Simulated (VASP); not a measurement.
# TePb (Fm-3m) in VASP: further runs

The runs below take TePb through single point, with PBE, r2SCAN.

Everything below comes from runs of VASP 6.6.1. Logs are shortened: lines on timing, memory, paths and dates and some standing lists are left out, and cuts for length are marked.

## (1) The cell of the first run

It takes space group Fm-3m (No. 225, cubic). Conventional cell: a = 6.910 Å, b = 6.910 Å, c = 6.910 Å, α = 90.00°, β = 90.00°, γ = 90.00°. Te (site symmetry m-3m) has 6 Pb at 3.46 Å within 4.5 Å. Within 4.5 Å of Pb (site symmetry m-3m) lie 6 Te at 3.46 Å.

## (2) Single point, PBE (strain +5.7%)

File INCAR:

```
SYSTEM = TePb
ALGO = Normal
EDIFF = 1E-7
ENCUT = 520
GGA = PE
ISIF = 2
ISMEAR = -1
LASPH = .TRUE.
LCHARG = .TRUE.
LELF = .TRUE.
LREAL = .FALSE.
LVHAR = .TRUE.
LWAVE = .FALSE.
NBANDS = 17
NELM = 60
PREC = Accurate
SIGMA = 0.02
```

File KPOINTS:

```
k-points
0
G
  8 8 8
  0 0 0
```

File POSCAR:

```
TePb
1.0
    0.0000000000      3.4551036739      3.4551036739
    3.4551036739      0.0000000000      3.4551036739
    3.4551036739      3.4551036739      0.0000000000
Te Pb
1 1
Direct
    0.5000000000      0.5000000000      0.5000000000
    0.0000000000      0.0000000000      0.0000000000
```

Potentials or basis: VASP PAW PBE potentials, release 64 (Te, Pb_d).

Started as:

```
$ cat potpaw_PBE.64/Te/POTCAR potpaw_PBE.64/Pb_d/POTCAR > POTCAR
$ mpirun -np 1 vasp_std > vasp.out
```

OUTCAR:

```text
SYSTEM = TePb
   EDIFF = 1E-7
   ENCUT = 520
   GGA = PE
   ISIF = 2
   ISMEAR = -1
   LASPH = .TRUE.
   LREAL = .FALSE.
   NELM = 60
   PREC = Accurate

 ion  position               nearest neighbor table
   1  0.500  0.500  0.500-   2 3.46   2 3.46   2 3.46   2 3.46   2 3.46   2 3.46
   2  0.000  0.000  0.000-   1 3.46   1 3.46   1 3.46   1 3.46   1 3.46   1 3.46

  LATTYP: Found a face centered cubic cell.
 ALAT       =     6.9102073478

  Lattice vectors:

 A1 = (   0.0000000000,   3.4551036739,   3.4551036739)
 A2 = (   3.4551036739,   0.0000000000,   3.4551036739)
 A3 = (   3.4551036739,   3.4551036739,   0.0000000000)

Analysis of symmetry for initial positions (statically):
=====================================================================
 Subroutine PRICEL returns:
 Original cell was already a primitive cell.

 Routine SETGRP: Setting up the symmetry group for a
 face centered cubic supercell.

 Subroutine GETGRP returns: Found 48 space group operations
 (whereof 48 operations were pure point group operations)
 out of a pool of 48 trial point group operations.

The static configuration has the point symmetry O_h .

Analysis of symmetry for dynamics (positions and initial velocities):
=====================================================================
 Subroutine PRICEL returns:
 Original cell was already a primitive cell.

 Routine SETGRP: Setting up the symmetry group for a
 face centered cubic supercell.

 Subroutine GETGRP returns: Found 48 space group operations
 (whereof 48 operations were pure point group operations)
 out of a pool of 48 trial point group operations.

The dynamic configuration has the point symmetry O_h .

 Subroutine INISYM returns: Found 48 space group operations
 (whereof 48 operations are pure point group operations),
 and found     1 'primitive' translations

----------------------------------------------------------------------------------------

                                     Primitive cell

  volume of cell :      82.4923

  direct lattice vectors                    reciprocal lattice vectors
     0.000000000  3.455103674  3.455103674    -0.144713458  0.144713458  0.144713458
     3.455103674  0.000000000  3.455103674     0.144713458 -0.144713458  0.144713458
     3.455103674  3.455103674  0.000000000     0.144713458  0.144713458 -0.144713458

  length of vectors
     4.886254475  4.886254475  4.886254475     0.250651062  0.250651062  0.250651062

  position of ions in fractional coordinates (direct lattice)
     0.500000000  0.500000000  0.500000000
     0.000000000  0.000000000  0.000000000

  ion indices of the primitive-cell ions
   primitive index   ion index
                 1           1
                 2           2

----------------------------------------------------------------------------------------

 KPOINTS: k-points

Automatic generation of k-mesh.
 Grid dimensions read from file:
 generate k-points for:    8    8    8

 Generating k-lattice:

  Cartesian coordinates                     Fractional coordinates (reciprocal lattice)
    -0.018089182  0.018089182  0.018089182     0.125000000  0.000000000  0.000000000
     0.018089182 -0.018089182  0.018089182     0.000000000  0.125000000  0.000000000
     0.018089182  0.018089182 -0.018089182     0.000000000  0.000000000  0.125000000

  Length of vectors
     0.031331383  0.031331383  0.031331383

  Shift w.r.t. Gamma in fractional coordinates (k-lattice)
     0.000000000  0.000000000  0.000000000

 Subroutine IBZKPT returns following result:
 ===========================================

 Found     29 irreducible k-points:

 Following reciprocal coordinates:
            Coordinates               Weight
  0.000000  0.000000  0.000000      1.000000
  0.125000  0.000000  0.000000      8.000000
  0.250000  0.000000  0.000000      8.000000
  0.375000  0.000000  0.000000      8.000000
  0.500000  0.000000  0.000000      4.000000
  0.125000  0.125000  0.000000      6.000000
[... 16 lines left out ...]
  0.500000  0.250000  0.125000     48.000000
 -0.375000  0.250000  0.125000     24.000000
 [... further k-points ...]
   k-points           NKPTS =     29   k-points in BZ     NKDIM =     29   number of bands    NBANDS=     17
   number of dos      NEDOS =    301   number of ions     NIONS =      2
   total plane-waves  NPLWV =  46656
   dimension x,y,z NGX =    36 NGY =   36 NGZ =   36
   dimension x,y,z NGXF=    72 NGYF=   72 NGZF=   72
   ions per type =               1   1
   NGX,Y,Z   is equivalent  to a cutoff of  12.25, 12.25, 12.25 a.u.
   NGXF,Y,Z  is equivalent  to a cutoff of  24.50, 24.50, 24.50 a.u.
 SYSTEM =  TePb
   PREC   = accura    normal or accurate (medium, high low for compatibility)
   ISTART =      0    job   : 0-new  1-cont  2-samecut
   ICHARG =      2    charge: 1-file 2-atom 10-const
   ISPIN  =      1    spin polarized calculation?
   LNONCOLLINEAR =      F non collinear calculations
   LSORBIT =      F    spin-orbit coupling
   LASPH  =      T    aspherical Exc in radial PAW
   ENCUT  =  520.0 eV  38.22 Ry    6.18 a.u.   9.09  9.09  9.09*2*pi/ulx,y,z
   NELM   =     60;   NELMIN=  2; NELMDL= -5     # of ELM steps
   EDIFF  = 0.1E-06   stopping-criterion for ELM
   LREAL  =      F    real-space projection
   EDIFFG = 0.1E-05   stopping-criterion for IOM
   NSW    =      0    number of steps for IOM
   IBRION =     -1    ionic relax: 0-MD 1-quasi-New 2-CG
   NFREE  =      0    steps in history (QN), initial steepest desc. (CG)
   ISIF   =      2    stress and relaxation
   ISYM   =      2    0-nonsym 1-usesym 2-fastsym
   POTIM  = 0.5000    time-step for ionic-motion
   TEBEG  =    0.0;   TEEND  =   0.0 temperature during run
   PSTRESS=    0.0 pullay stress
   NELECT =      20.0000    total number of electrons
   NUPDOWN=      -1.0000    fix difference up-down
   EMIN   =  10.00;   EMAX   =-10.00  energy-range for DOS
   EFERMI =   0.00;   METHOD = LEGACY
   ISMEAR =    -1;   SIGMA  =   0.02  broadening in eV -4-tet -1-fermi 0-gaus
   EFERMI_NEDOS =   21; number of points for ismear=-14 and -15
   IALGO  =     38    algorithm
   IMIX   =      4    mixing-type and parameters
     AMIX     =   0.40;   BMIX     =  1.00
     AMIX_MAG =   1.60;   BMIX_MAG =  1.00
  volume/ion in A,a.u.               =      41.25       278.34
  Fermi-wavevector in a.u.,A,eV,Ry     =   1.020815  1.929061 14.178134  1.042063
  Thomas-Fermi vector in A             =   2.154405
   LORBIT       =      0    0 simple, 1 ext, 2 COOP (PROOUT), +10 PAW based schemes
   GGA     = PE    functional components
   LHFCALC =     F    Hartree Fock is set to
   AEXX    =    0.0000 exact exchange contribution
   IVDW    =     0    specifies the selected vdW correction
   LEPSILON=     F    determine dielectric tensor
   LRPA    =     F    only Hartree local field effects (RPA)
 non-spin polarized calculation
  energy-cutoff  :      520.00
  volume of cell :       82.49
 maximum number of plane-waves:      2252
   NGX = 19   NGY = 19   NGZ = 19

 number of electron      19.9999996 magnetization

 Free energy of the ion-electron system (eV)
  ---------------------------------------------------
  ext. energy  EPLUGINS =         0.00000000
  ---------------------------------------------------
  free energy    TOTEN  =        -7.34999945 eV

  energy without entropy =       -7.34999945  energy(sigma->0) =       -7.34999945

 E-fermi :   3.7949     XC(G=0):  -8.4247

 val. band max:        3.3073102111   @ k =   0.5000   0.0000   0.0000
 cond. band min:       4.3369006088   @ k =   0.5000   0.0000   0.0000
 fundamental gap:      1.0295903977
 Fermi energy:         3.7949108689

 k-point     1 :       0.0000    0.0000    0.0000
  band No.  band energies     occupation
      1     -13.2428      2.00000
      2     -13.2428      2.00000
      3     -13.2428      2.00000
      4     -13.2403      2.00000
      5     -13.2403      2.00000
      6      -7.2800      2.00000
[... 9 lines left out ...]
     16       9.4895      0.00000
     17      10.1055      0.00000

 k-point     2 :       0.1250    0.0000    0.0000
  band No.  band energies     occupation
      1     -13.2425      2.00000
      2     -13.2423      2.00000
      3     -13.2423      2.00000
      4     -13.2404      2.00000
      5     -13.2404      2.00000
      6      -7.1821      2.00000
[... 9 lines left out ...]
     16       9.7355      0.00000
     17      10.9550      0.00000

 k-point     3 :       0.2500    0.0000    0.0000
  band No.  band energies     occupation
      1     -13.2437      2.00000
      2     -13.2437      2.00000
      3     -13.2419      2.00000
      4     -13.2383      2.00000
      5     -13.2383      2.00000
      6      -6.9061      2.00000
[... 9 lines left out ...]
     16      10.4274      0.00000
     17      12.5524      0.00000

 k-point     4 :       0.3750    0.0000    0.0000
  band No.  band energies     occupation
      1     -13.2455      2.00000
      2     -13.2455      2.00000
      3     -13.2413      2.00000
      4     -13.2357      2.00000
      5     -13.2357      2.00000
      6      -6.5312      2.00000
[... 9 lines left out ...]
     16      11.4998      0.00000
     17      13.1444      0.00000

 k-point     5 :       0.5000    0.0000    0.0000
  band No.  band energies     occupation
      1     -13.2464      2.00000
      2     -13.2464      2.00000
      3     -13.2411      2.00000
      4     -13.2346      2.00000
      5     -13.2346      2.00000
      6      -6.3124      2.00000
[... 9 lines left out ...]
     16      12.5438      0.00000
     17      12.5438      0.00000

 k-point     6 :       0.1250    0.1250    0.0000
  band No.  band energies     occupation
      1     -13.2433      2.00000
      2     -13.2424      2.00000
      3     -13.2412      2.00000
      4     -13.2412      2.00000
      5     -13.2396      2.00000
      6      -7.1507      2.00000
[... 9 lines left out ...]
     16      10.1273      0.00000
     17      10.5855      0.00000

 k-point     7 :       0.2500    0.1250    0.0000
  band No.  band energies     occupation
      1     -13.2449      2.00000
      2     -13.2431      2.00000
      3     -13.2413      2.00000
      4     -13.2394      2.00000
      5     -13.2377      2.00000
      6      -6.9375      2.00000
[... 9 lines left out ...]
     16      10.8764      0.00000
     17      11.5675      0.00000

 k-point     8 :       0.3750    0.1250    0.0000
  band No.  band energies     occupation
      1     -13.2471      2.00000
      2     -13.2430      2.00000
      3     -13.2418      2.00000
      4     -13.2374      2.00000
      5     -13.2352      2.00000
      6      -6.5967      2.00000
[... 9 lines left out ...]
     16      11.9352      0.00000
     17      12.8442      0.00000
[... 203 lines left out ...]
      1     -13.2576      2.00000
      2     -13.2453      2.00000
      3     -13.2369      2.00000
      4     -13.2332      2.00000
      5     -13.2327      2.00000
      6      -6.2313      2.00000
[... 9 lines left out ...]
     16      13.2917      0.00000
     17      13.6565      0.00000

 k-point    20 :      -0.3750    0.3750    0.0000
  band No.  band energies     occupation
      1     -13.2549      2.00000
      2     -13.2426      2.00000
      3     -13.2391      2.00000
      4     -13.2348      2.00000
      5     -13.2335      2.00000
      6      -6.1451      2.00000
[... 9 lines left out ...]
     16      12.4842      0.00000
     17      13.6102      0.00000

 k-point    21 :       0.5000    0.5000    0.0000
  band No.  band energies     occupation
      1     -13.2600      2.00000
      2     -13.2465      2.00000
      3     -13.2356      2.00000
      4     -13.2321      2.00000
      5     -13.2321      2.00000
      6      -6.2118      2.00000
[... 9 lines left out ...]
     16      12.9890      0.00000
     17      13.8788      0.00000

 k-point    22 :       0.3750    0.2500    0.1250
  band No.  band energies     occupation
      1     -13.2474      2.00000
      2     -13.2430      2.00000
      3     -13.2413      2.00000
      4     -13.2377      2.00000
      5     -13.2360      2.00000
      6      -6.6945      2.00000
[... 9 lines left out ...]
     16      11.5470      0.00000
     17      12.1795      0.00000

 k-point    23 :       0.5000    0.2500    0.1250
  band No.  band energies     occupation
      1     -13.2492      2.00000
      2     -13.2426      2.00000
      3     -13.2411      2.00000
      4     -13.2365      2.00000
      5     -13.2349      2.00000
      6      -6.3818      2.00000
[... 9 lines left out ...]
     16      12.0669      0.00000
     17      12.8443      0.00000

 k-point    24 :      -0.3750    0.2500    0.1250
  band No.  band energies     occupation
      1     -13.2498      2.00000
      2     -13.2433      2.00000
      3     -13.2394      2.00000
      4     -13.2373      2.00000
      5     -13.2341      2.00000
      6      -6.2140      2.00000
[... 9 lines left out ...]
     16      12.9640      0.00000
     17      13.1221      0.00000

 [... further k-points ...]
[... 5 lines left out ...]
  --------------------------------------------------------------------------------------
  -------------------------------------------------------------------------------------
  Total       -2.1493953     -2.1493953     -2.1493953      0.0000000      0.0000000      0.0000000
  in kB      -41.7458816    -41.7458816    -41.7458816      0.0000000      0.0000000      0.0000000
  external PRESSURE =     -41.7458816 kB  Pullay stress =       0.0000000 kB

 VOLUME and BASIS-vectors are now :
 -----------------------------------------------------------------------------
  energy-cutoff  :      520.00
  volume of cell :       82.49
      direct lattice vectors                 reciprocal lattice vectors
     0.000000000  3.455103674  3.455103674    -0.144713458  0.144713458  0.144713458
     3.455103674  0.000000000  3.455103674     0.144713458 -0.144713458  0.144713458
     3.455103674  3.455103674  0.000000000     0.144713458  0.144713458 -0.144713458

 POSITION                                       TOTAL-FORCE (eV/Angst)
 -----------------------------------------------------------------------------------
      3.45510      3.45510      3.45510        -0.000000      0.000000     -0.000000
      0.00000      0.00000      0.00000         0.000000     -0.000000      0.000000
 -----------------------------------------------------------------------------------
    total drift:                                0.000000      0.000000      0.000000

  FREE ENERGIE OF THE ION-ELECTRON SYSTEM (eV)
  ---------------------------------------------------
  free  energy   TOTEN  =        -7.3499994501 eV

  energy  without entropy=       -7.3499994501  energy(sigma->0) =       -7.34999945
```

Run time: 25 s. Hardware: 1 thread of Intel Xeon Platinum 8488C (Sapphire Rapids), shared host; peak memory 0.22 GiB.

What came out:

```
Free energy            : -7.3500 eV
Pressure               : -4.2 GPa
Band gap on the k mesh : 1.03 eV, direct
```

Levels at points of the mesh, in eV from the valence-band top:
```csv
k point,band 6,band 7,band 8,band 9,band 10,band 11,band 12,band 13,band 14,band 15
"(0.00, 0.00, 0.00)",-10.59,-6.07,-0.68,-0.68,-0.68,3.78,3.78,3.78,6.18,6.18
"(0.50, 0.00, 0.00)",-9.62,-7.78,-0.33,-0.33,0.00,1.03,1.65,1.65,8.13,8.79
"(0.50, 0.50, 0.00)",-9.52,-7.09,-3.09,-1.78,-1.78,4.06,4.74,4.74,5.59,9.67
```

Caveat: the cell differs from its parent crystal (strain +5.7%); spin-orbit coupling is left out, which moves the levels of the heavy elements. A k mesh can miss the band edges.

## (3) Single point, r2SCAN (strain +5.7%)

POSCAR is that of step 2.

File INCAR.step1:

```
SYSTEM = TePb
  PREC = Accurate
  ENCUT = 520
  ISMEAR = 0
  SIGMA = 0.01
  LREAL = .False.
  LASPH = .True.
  NELM = 80
  NBANDS = 17
  GGA = PE
  ALGO = Normal
  EDIFF = 1E-4
  LWAVE = .True.
  LCHARG = .False.
```

File INCAR.step2:

```
SYSTEM = TePb
  PREC = Accurate
  ENCUT = 520
  EDIFF = 1E-7
  ISMEAR = 0
  SIGMA = 0.01
  LREAL = .False.
  LASPH = .True.
  NELM = 80
  ALGO = Normal
  ISIF = 2
  LWAVE = .False.
  LCHARG = .True.
  METAGGA = R2SCAN
  LMIXTAU = .True.
  LELF = .True.
  LVHAR = .True.
  NBANDS = 17
  ISTART = 1
```

File KPOINTS:

```
regular mesh
0
Gamma
  8 8 8
  0 0 0
```

Potentials or basis: VASP PAW PBE potentials, release 64 (Te, Pb_d).

Started as:

```
$ cat potpaw_PBE.64/Te/POTCAR potpaw_PBE.64/Pb_d/POTCAR > POTCAR
$ cp INCAR.step1 INCAR
$ mpirun -np 1 vasp_std > vasp.out
$ cp INCAR.step2 INCAR
$ mpirun -np 1 vasp_std > vasp.out
```

Run time: 90 s. Hardware: 1 thread of Intel Xeon Platinum 8488C (Sapphire Rapids), shared host; peak memory 0.24 GiB.

Results (log left out):

```
Free energy            : -82.4833 eV
Pressure               : -4.9 GPa
Band gap on the k mesh : 1.33 eV, direct
```

Levels at points of the mesh, in eV from the valence-band top:
```tsv
k point	band 8	band 9	band 10	band 11	band 12	band 13
(0.00, 0.00, 0.00)	-0.75	-0.75	-0.75	4.06	4.06	4.06
(0.50, 0.00, 0.00)	-0.39	-0.39	0.00	1.33	1.84	1.84
(0.50, 0.50, 0.00)	-3.20	-1.87	-1.87	4.37	5.08	5.08
```

Caveat: the cell differs from its parent crystal (strain +5.7%); the PAW data sets were made with another functional, which shifts forces and pressure a little; spin-orbit coupling is left out, which moves the levels of the heavy elements. A k mesh can miss the band edges.
